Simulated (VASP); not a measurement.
# NaH (I-4m2) in VASP: a series of runs, part 3 of 3

VASP 6.6.1. Earlier steps stand in the parts before.

### Step 5. Single point, r2SCAN (biaxial xy strain +1.2%)

The input, POSCAR:

```
NaH
1.0
    0.0000000000      2.6286034900      2.5969210531
    2.6286034900      0.0000000000      2.5969210531
    2.6286034900      2.6286034900      0.0000000000
Na H
1 1
Direct
    0.0000000000      0.0000000000      0.0000000000
    0.2500000000      0.2500000000      0.2500000000
```

The input, INCAR.step1:

```
PREC = Accurate
ENCUT = 520
ISMEAR = 0
SIGMA = 0.01
LREAL = False
LASPH = True
NELM = 60
NBANDS = 11
GGA = PE
ALGO = Normal
EDIFF = 1E-4
LWAVE = True
LCHARG = False
```

The input, INCAR.step2:

```
PREC = Accurate
ENCUT = 520
EDIFF = 1E-7
ISMEAR = 0
SIGMA = 0.01
LREAL = False
LASPH = True
NELM = 60
ALGO = Normal
ISIF = 2
LWAVE = False
LCHARG = False
METAGGA = R2SCAN
LMIXTAU = True
NBANDS = 11
ISTART = 1
```

The input, KPOINTS:

```
regular mesh
0
Gamma
  8 8 8
```

Potentials or basis: VASP PAW PBE potentials, release 64 (Na_pv, H).

Run with:

```console
cat potpaw_PBE.64/Na_pv/POTCAR potpaw_PBE.64/H/POTCAR > POTCAR
cp INCAR.step1 INCAR
mpirun -np 1 vasp_std > vasp.out
cp INCAR.step2 INCAR
mpirun -np 1 vasp_std > vasp.out
```

OUTCAR:

```text
PREC = Accurate
   ENCUT = 520
   EDIFF = 1E-7
   ISMEAR = 0
   LREAL = False
   LASPH = True
   NELM = 60
   ISIF = 2
   METAGGA = R2SCAN
   ISTART = 1

 ion  position               nearest neighbor table
   1  0.000  0.000  0.000-
   2  0.250  0.250  0.250-

  LATTYP: Found a body centered tetragonal cell.
 ALAT       =     3.7174067057
 C/A-ratio  =     1.3971681114

  Lattice vectors:

 A1 = (   0.0000000000,  -2.6286034900,  -2.5969210531)
 A2 = (   0.0000000000,   2.6286034900,  -2.5969210531)
 A3 = (   2.6286034900,   0.0000000000,   2.5969210531)

Analysis of symmetry for initial positions (statically):
=====================================================================
 Subroutine PRICEL returns:
 Original cell was already a primitive cell.

 Routine SETGRP: Setting up the symmetry group for a
 body centered tetragonal supercell.

 Subroutine GETGRP returns: Found  8 space group operations
 (whereof  8 operations were pure point group operations)
 out of a pool of 16 trial point group operations.

The static configuration has the point symmetry D_2d.

Analysis of symmetry for dynamics (positions and initial velocities):
=====================================================================
 Subroutine PRICEL returns:
 Original cell was already a primitive cell.

 Routine SETGRP: Setting up the symmetry group for a
 body centered tetragonal supercell.

 Subroutine GETGRP returns: Found  8 space group operations
 (whereof  8 operations were pure point group operations)
 out of a pool of 16 trial point group operations.

The dynamic configuration has the point symmetry D_2d.

 Subroutine INISYM returns: Found  8 space group operations
 (whereof  8 operations are pure point group operations),
 and found     1 'primitive' translations

----------------------------------------------------------------------------------------

                                     Primitive cell

  volume of cell :      35.8871

  direct lattice vectors                    reciprocal lattice vectors
     0.000000000  2.628603490  2.596921053    -0.190215071  0.190215071  0.192535695
     2.628603490  0.000000000  2.596921053     0.190215071 -0.190215071  0.192535695
     2.628603490  2.628603490  0.000000000     0.190215071  0.190215071 -0.192535695

  length of vectors
     3.695071754  3.695071754  3.717406706     0.330807407  0.330807407  0.330807407

  position of ions in fractional coordinates (direct lattice)
     0.000000000  0.000000000  0.000000000
     0.250000000  0.250000000  0.250000000

  ion indices of the primitive-cell ions
   primitive index   ion index
                 1           1
                 2           2

----------------------------------------------------------------------------------------

 KPOINTS: regular mesh

Automatic generation of k-mesh.
 Grid dimensions read from file:
 generate k-points for:    8    8    8

 Generating k-lattice:

  Cartesian coordinates                     Fractional coordinates (reciprocal lattice)
    -0.023776884  0.023776884  0.024066962     0.125000000  0.000000000  0.000000000
     0.023776884 -0.023776884  0.024066962     0.000000000  0.125000000  0.000000000
     0.023776884  0.023776884 -0.024066962     0.000000000  0.000000000  0.125000000

  Length of vectors
     0.041350926  0.041350926  0.041350926

  Shift w.r.t. Gamma in fractional coordinates (k-lattice)
     0.000000000  0.000000000  0.000000000

 Subroutine IBZKPT returns following result:
 ===========================================

 Found     59 irreducible k-points:

 Following reciprocal coordinates:
            Coordinates               Weight
  0.000000  0.000000  0.000000      1.000000
  0.125000 -0.000000  0.000000      8.000000
  0.250000 -0.000000  0.000000      8.000000
  0.375000 -0.000000  0.000000      8.000000
  0.500000 -0.000000  0.000000      4.000000
  0.125000  0.125000  0.000000      2.000000
[... 16 lines left out ...]
  0.250000 -0.000000  0.125000     16.000000
  0.375000  0.000000  0.125000     16.000000
 [... further k-points ...]
   k-points           NKPTS =     59   k-points in BZ     NKDIM =     59   number of bands    NBANDS=     11
   number of dos      NEDOS =    301   number of ions     NIONS =      2
   total plane-waves  NPLWV =  21952
   dimension x,y,z NGX =    28 NGY =   28 NGZ =   28
   dimension x,y,z NGXF=    56 NGYF=   56 NGZF=   56
   ions per type =               1   1
   NGX,Y,Z   is equivalent  to a cutoff of  12.60, 12.60, 12.52 a.u.
   NGXF,Y,Z  is equivalent  to a cutoff of  25.20, 25.20, 25.04 a.u.
 SYSTEM =  unknown system
   PREC   = accura    normal or accurate (medium, high low for compatibility)
   ISTART =      1    job   : 0-new  1-cont  2-samecut
   ICHARG =      0    charge: 1-file 2-atom 10-const
   ISPIN  =      1    spin polarized calculation?
   LNONCOLLINEAR =      F non collinear calculations
   LSORBIT =      F    spin-orbit coupling
   LASPH  =      T    aspherical Exc in radial PAW
   ENCUT  =  520.0 eV  38.22 Ry    6.18 a.u.   6.87  6.87  6.91*2*pi/ulx,y,z
   NELM   =     60;   NELMIN=  2; NELMDL=  0     # of ELM steps
   EDIFF  = 0.1E-06   stopping-criterion for ELM
   LREAL  =      F    real-space projection
   EDIFFG = 0.1E-05   stopping-criterion for IOM
   NSW    =      0    number of steps for IOM
   IBRION =     -1    ionic relax: 0-MD 1-quasi-New 2-CG
   NFREE  =      0    steps in history (QN), initial steepest desc. (CG)
   ISIF   =      2    stress and relaxation
   ISYM   =      2    0-nonsym 1-usesym 2-fastsym
   POTIM  = 0.5000    time-step for ionic-motion
   TEBEG  =    0.0;   TEEND  =   0.0 temperature during run
   PSTRESS=    0.0 pullay stress
   NELECT =       8.0000    total number of electrons
   NUPDOWN=      -1.0000    fix difference up-down
   EMIN   =  10.00;   EMAX   =-10.00  energy-range for DOS
   EFERMI =   0.00;   METHOD = LEGACY
   ISMEAR =     0;   SIGMA  =   0.01  broadening in eV -4-tet -1-fermi 0-gaus
   EFERMI_NEDOS =   21; number of points for ismear=-14 and -15
   IALGO  =     38    algorithm
   IMIX   =      4    mixing-type and parameters
     AMIX     =   0.40;   BMIX     =  1.00
     AMIX_MAG =   1.60;   BMIX_MAG =  1.00
  volume/ion in A,a.u.               =      17.94       121.09
  Fermi-wavevector in a.u.,A,eV,Ry     =   0.992640  1.875818 13.406291  0.985335
  Thomas-Fermi vector in A             =   2.124466
   LORBIT       =      0    0 simple, 1 ext, 2 COOP (PROOUT), +10 PAW based schemes
   METAGGA = R2SCAN    functional components
   LHFCALC =     F    Hartree Fock is set to
   AEXX    =    0.0000 exact exchange contribution
   IVDW    =     0    specifies the selected vdW correction
   LEPSILON=     F    determine dielectric tensor
   LRPA    =     F    only Hartree local field effects (RPA)
 non-spin polarized calculation
 Gauss-broadening in eV      SIGMA  =   0.01
  energy-cutoff  :      520.00
  volume of cell :       35.89
 maximum number of plane-waves:       982
   NGX = 13   NGY = 13   NGZ = 13

 number of electron       8.0000005 magnetization

 Free energy of the ion-electron system (eV)
  ---------------------------------------------------
  ext. energy  EPLUGINS =         0.00000000
  ---------------------------------------------------
  free energy    TOTEN  =        -7.45770922 eV

  energy without entropy =       -7.45770922  energy(sigma->0) =       -7.45770922

 E-fermi :  -2.2070     XC(G=0):  -7.1316

 val. band max:       -2.2664008690   @ k =  -0.2500   0.5000   0.2500
 cond. band min:       1.7565253928   @ k =   0.5000  -0.0000   0.0000
 fundamental gap:      4.0229262618
 Fermi energy:        -2.2070232413

 k-point     1 :       0.0000    0.0000    0.0000
  band No.  band energies     occupation
      1     -25.0971      2.00000
      2     -25.0951      2.00000
      3     -25.0949      2.00000
      4      -5.0061      2.00000
      5       6.4415      0.00000
      6      11.3862      0.00000
      7      11.3862      0.00000
      8      11.4102      0.00000
      9      14.6064      0.00000
     10      14.6066      0.00000
     11      14.6125      0.00000
[... 309 lines left out ...]
 k-point    24 :       0.3750    0.0000    0.1250
  band No.  band energies     occupation
      1     -25.1267      2.00000
      2     -25.1029      2.00000
      3     -25.1019      2.00000
      4      -3.5150      2.00000
      5       3.1040      0.00000
      6       8.2158      0.00000
      7       9.6665      0.00000
      8      10.8515      0.00000
      9      13.1755      0.00000
     10      15.0072      0.00000
     11      15.8117      0.00000

 [... further k-points ...]

------------------------ aborting loop because EDIFF is reached ----------------------------------------

  FORCE on cell =-STRESS in cart. coord.  units (eV):
  Direction    XX          YY          ZZ          XY          YZ          ZX
  --------------------------------------------------------------------------------------
  -------------------------------------------------------------------------------------
  Total       -0.1265012     -0.1265012     -0.1169218      0.0000000      0.0000000      0.0000000
  in kB       -5.6476323     -5.6476323     -5.2199614      0.0000000      0.0000000      0.0000000
  external PRESSURE =      -5.5050753 kB  Pullay stress =       0.0000000 kB

 VOLUME and BASIS-vectors are now :
 -----------------------------------------------------------------------------
  energy-cutoff  :      520.00
  volume of cell :       35.89
      direct lattice vectors                 reciprocal lattice vectors
     0.000000000  2.628603490  2.596921053    -0.190215071  0.190215071  0.192535695
     2.628603490  0.000000000  2.596921053     0.190215071 -0.190215071  0.192535695
     2.628603490  2.628603490  0.000000000     0.190215071  0.190215071 -0.192535695

 POSITION                                       TOTAL-FORCE (eV/Angst)
 -----------------------------------------------------------------------------------
      0.00000      0.00000      0.00000         0.000000      0.000000      0.000000
      1.31430      1.31430      1.29846        -0.000000     -0.000000     -0.000000
 -----------------------------------------------------------------------------------
    total drift:                                0.000009      0.000009     -0.000003

  FREE ENERGIE OF THE ION-ELECTRON SYSTEM (eV)
  ---------------------------------------------------
  free  energy   TOTEN  =        -7.4577092242 eV

  energy  without entropy=       -7.4577092242  energy(sigma->0) =       -7.45770922
```

It took 2.8 min on 1 thread of Intel Xeon 8259CL, shared host; peak memory 0.17 GiB.

What came out:

* Free energy: -7.4577 eV
* Pressure: -0.6 GPa
* Band gap on the k mesh: 4.02 eV (least direct gap 4.71 eV)

Levels at points of the mesh, in eV from the valence-band top:
| k point | band 1 | band 2 | band 3 | band 4 | band 5 | band 6 | band 7 | band 8 | band 9 |
| --- | --- | --- | --- | --- | --- | --- | --- | --- | --- |
| (0.00, 0.00, 0.00) | -22.83 | -22.83 | -22.83 | -2.74 | 8.71 | 13.65 | 13.65 | 13.68 | 16.87 |
| (0.50, 0.00, 0.00) | -22.87 | -22.84 | -22.83 | -0.68 | 4.02 | 11.37 | 12.91 | 13.07 | 14.80 |
| (0.50, 0.50, 0.00) | -22.87 | -22.84 | -22.84 | -0.05 | 5.58 | 7.80 | 10.14 | 10.15 | 13.17 |
| (0.50, 0.00, 0.50) | -22.87 | -22.85 | -22.84 | -0.10 | 5.47 | 7.84 | 10.27 | 10.28 | 13.28 |

Caveat: the cell differs from its parent crystal (biaxial xy strain +1.2%); the structure was generated, so it needn't be the stable form of NaH; the PAW data sets were made with another functional, which shifts forces and pressure a little. A k mesh can miss the band edges.

### Step 6. Single point, HSE06 (epitaxial xy strain -2.3%)

The input, POSCAR:

```
NaH
1.0
    0.0000000000      2.5377112531      2.6795796369
    2.5377112531      0.0000000000      2.6795796369
    2.5377112531      2.5377112531      0.0000000000
Na H
1 1
Direct
    0.0000000000      0.0000000000      0.0000000000
    0.2500000000      0.2500000000      0.2500000000
```

The input, INCAR.step1:

```
SYSTEM = NaH
ALGO = Normal ; EDIFF = 1E-5
ENCUT = 520 ; GGA = PE
ISIF = 2 ; ISMEAR = 0
LASPH = .TRUE. ; LCHARG = .FALSE.
LREAL = .FALSE. ; LWAVE = .TRUE.
NBANDS = 11 ; NELM = 80
PREC = Accurate ; SIGMA = 0.01
```

The input, INCAR.step2:

```
SYSTEM = NaH
ALGO = Normal ; EDIFF = 1E-6
ENCUT = 520 ; GGA = PE
HFSCREEN = 0.2079 ; ISIF = 2
ISMEAR = 0 ; ISTART = 1
LASPH = .TRUE. ; LCHARG = .FALSE.
LHFCALC = .TRUE. ; LREAL = .FALSE.
LWAVE = .FALSE. ; NBANDS = 11
NELM = 80 ; PREC = Accurate
PRECFOCK = Normal ; SIGMA = 0.01
```

The input, KPOINTS:

```
k-points
0
G
  6 6 6
  0 0 0
```

Potentials or basis: VASP PAW PBE potentials, release 64 (Na_pv, H).

Run with:

```console
cat potpaw_PBE.64/Na_pv/POTCAR potpaw_PBE.64/H/POTCAR > POTCAR
cp INCAR.step1 INCAR
mpirun -np 1 vasp_std > vasp.out
cp INCAR.step2 INCAR
mpirun -np 1 vasp_std > vasp.out
```

Wall time 27 min (1 thread of Intel Xeon 8259CL, shared host); peak memory 0.27 GiB.

Results (log left out):

```
Free energy            : -5.6518 eV
Pressure               : 0.3 GPa
Band gap on the k mesh : 4.58 eV (least direct gap 5.40 eV)
```

Stress tensor (GPa, compression positive):
```
0.43 0.00 0.00
0.00 0.43 0.00
0.00 0.00 0.04
```

Levels at points of the mesh, in eV from the valence-band top:
```tsv
k point	band 1	band 2	band 3	band 4	band 5	band 6	band 7	band 8	band 9
(0.00, 0.00, 0.00)	-24.29	-24.29	-24.28	-3.16	9.57	14.72	14.83	14.83	17.48
(0.50, 0.00, 0.00)	-24.33	-24.29	-24.29	-0.82	4.58	12.01	13.57	14.38	15.32
(0.50, 0.50, 0.00)	-24.32	-24.30	-24.30	-0.31	5.74	8.73	11.45	11.45	14.11
(0.50, 0.00, 0.50)	-24.33	-24.31	-24.29	-0.05	6.25	8.54	10.82	10.87	13.62
```

Caveat: the cell differs from its parent crystal (epitaxial xy strain -2.3%); the structure was generated, so it needn't be the stable form of NaH; the PAW data sets were made with another functional, which shifts forces and pressure a little.

### Step 7. Summary

| level | cell | k mesh | smearing | grid for exact exchange (PRECFOCK) | share of exact exchange | screening parameter | gap on the mesh (eV) | pressure (GPa) |
| --- | --- | --- | --- | --- | --- | --- | --- | --- |
| PBE | a = 3.691, b = 3.691, c = 3.589 Å, angles 60.9, 60.9, 58.2°, 2 atoms | 8 × 8 × 8 | fermi-dirac 0.02 eV | - | - | - | 3.57 | 0.5 |
| PBE | a = 3.695, b = 3.695, c = 3.717 Å, angles 59.8, 59.8, 60.4°, 2 atoms | 8 × 8 × 8 | fermi-dirac 0.02 eV | - | - | - | 3.59 | -0.2 |
| r2SCAN | a = 3.691, b = 3.691, c = 3.589 Å, angles 60.9, 60.9, 58.2°, 2 atoms | 8 × 8 × 8 | gaussian 0.01 eV | - | - | - | 4.01 | 0.2 |
| r2SCAN | a = 3.695, b = 3.695, c = 3.717 Å, angles 59.8, 59.8, 60.4°, 2 atoms | 8 × 8 × 8 | gaussian 0.01 eV | - | - | - | 4.02 | -0.6 |
| HSE06 | a = 3.691, b = 3.691, c = 3.589 Å, angles 60.9, 60.9, 58.2°, 2 atoms | 6 × 6 × 6 | gaussian 0.01 eV | Normal | 0.25 | 0.2079 1/Å | 4.58 | 0.3 |

Alike in all rows: task single point; potentials or basis VASP PAW PBE potentials, release 64 (Na_pv, H); no spin polarisation; cutoff (eV) 520.

Caveats: the structure was generated, so it needn't be the stable form of NaH; the PAW data sets were made with another functional, which shifts forces and pressure a little (at least some runs).

Absolute energies hang on the potentials; compare differences alone.
